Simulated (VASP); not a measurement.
**Si2P3: single point with PBE**

The system is Si2P3.

```
Si P
1.0
     4.15513    0.00000    0.00000
    -2.07757    3.59845    0.00000
     0.00000    0.00000    5.36104
Si P
2 3
Direct
  0.66667 0.33333 0.50000
  0.33333 0.66667 0.00000
  0.00000 0.00000 0.75776
  0.00000 0.00000 0.24224
  0.66667 0.33333 0.00000
```

The cell was built from a structure type or drawn by symmetry, and may not be a known phase.

| Item | Value |
| --- | --- |
| Program | VASP 6.6.1 |
| Task | single point |
| Functional | PBE |
| Potentials or basis | VASP PAW PBE potentials, release 64 (Si, P) |
| Cutoff | 500 eV |
| k mesh | 4 × 4 × 3 |
| Occupations | gaussian, width 0.2 eV |
| Spin | no spin polarisation |
| Dipole correction | no |
| Further INCAR settings | ALGO = Normal; EDIFF = 1e-06; NBANDS = 20 |

```
Pressure               : -0.3 GPa
Largest force          : 0.031 eV/Å
Band gap on the k mesh : zero (an odd number of electrons rules out a gap without spin polarisation)
```

Forces in eV/Å, atoms in the order of the input:
```
Si   0.000  0.000  0.000
Si   0.000  0.000  0.000
P    0.000  0.000 -0.031
P    0.000  0.000  0.031
P    0.000  0.000  0.000
```

Stress tensor (GPa, compression positive):
```
-0.18  0.00  0.00
 0.00 -0.18  0.00
 0.00  0.00 -0.54
```

Levels at points of the mesh, in eV from the Fermi level:
| k point | band 7 | band 8 | band 9 | band 10 | band 11 | band 12 | band 13 | band 14 | band 15 | band 16 |
| --- | --- | --- | --- | --- | --- | --- | --- | --- | --- | --- |
| (0.00, 0.00, 0.00) | -3.80 | -3.80 | -2.68 | -1.88 | -1.16 | -0.68 | -0.68 | 0.56 | 0.56 | 1.94 |
| (0.50, 0.00, 0.00) | -6.25 | -5.67 | -1.72 | -1.35 | -1.07 | 0.37 | 2.27 | 2.89 | 3.15 | 3.99 |

Wall time 12 s on 1 thread of AMD EPYC 7R43 64-Core Processor (Zen 3), on a shared host, peak memory 0.14 GiB.

Caveat: the k points lie up to 0.44 Å⁻¹ apart, too coarse for converged energies and pressures of a metal.
